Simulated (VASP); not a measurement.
Wanted: the native input for a VASP 6.6.1 run.

- Task: single point
- Functional: PBE
- Potentials or basis: VASP PAW PBE potentials, release 64 (Ba_sv, F)
- Cutoff: 520 eV
- k mesh: 3 × 3 × 3
- Occupations: gaussian, width 0.1 eV
- Spin: no spin polarisation
- Dipole correction: no
- Further INCAR settings: ALGO = Normal; EDIFF = 1e-07; NBANDS = 52

The structure of Ba2F3 lies in POSCAR:

```
Ba2F3
1.0
    3.4881271461      2.0138711468      5.8598900804
   -3.4881271461      2.0138711468      5.8598900804
    0.0000000000     -4.0277422936      5.8598900804
Ba F
4 6
Direct
    0.8640360127      0.8640360127      0.8640360127
    0.6359639873      0.6359639873      0.6359639873
    0.1359639873      0.1359639873      0.1359639873
    0.3640360127      0.3640360127      0.3640360127
    0.0179398087      0.4820601913      0.7500000000
    0.7500000000      0.0179398087      0.4820601913
    0.4820601913      0.7500000000      0.0179398087
    0.9820601913      0.5179398087      0.2500000000
    0.2500000000      0.9820601913      0.5179398087
    0.5179398087      0.2500000000      0.9820601913
```

These files were run (other wordings do the same):

INCAR

```
SYSTEM = Ba2F3
PREC = Accurate ; ENCUT = 520
EDIFF = 1E-7 ; ISMEAR = 0
SIGMA = 0.1 ; LREAL = .False.
LASPH = .True. ; NELM = 80
ALGO = Normal ; ISIF = 2
LWAVE = .False. ; LCHARG = .False.
GGA = PE ; NBANDS = 52
```

KPOINTS

```
regular mesh
0
Gamma
  3 3 3
  0 0 0
```

Potentials or basis: VASP PAW PBE potentials, release 64 (Ba_sv, F).

Launch:

```bash
$ cat potpaw_PBE.64/Ba_sv/POTCAR potpaw_PBE.64/F/POTCAR > POTCAR
$ mpirun -np 1 vasp_std > vasp.out
```

Results of the run:

- Pressure: 0.7 GPa
- Largest force: 0.065 eV/Å

Caveat: the k points lie up to 0.37 Å⁻¹ apart.

It took 66 s on 1 thread of Intel(R) Xeon(R) 6975P-C (Granite Rapids) (shared host), peak memory 0.4 GiB.
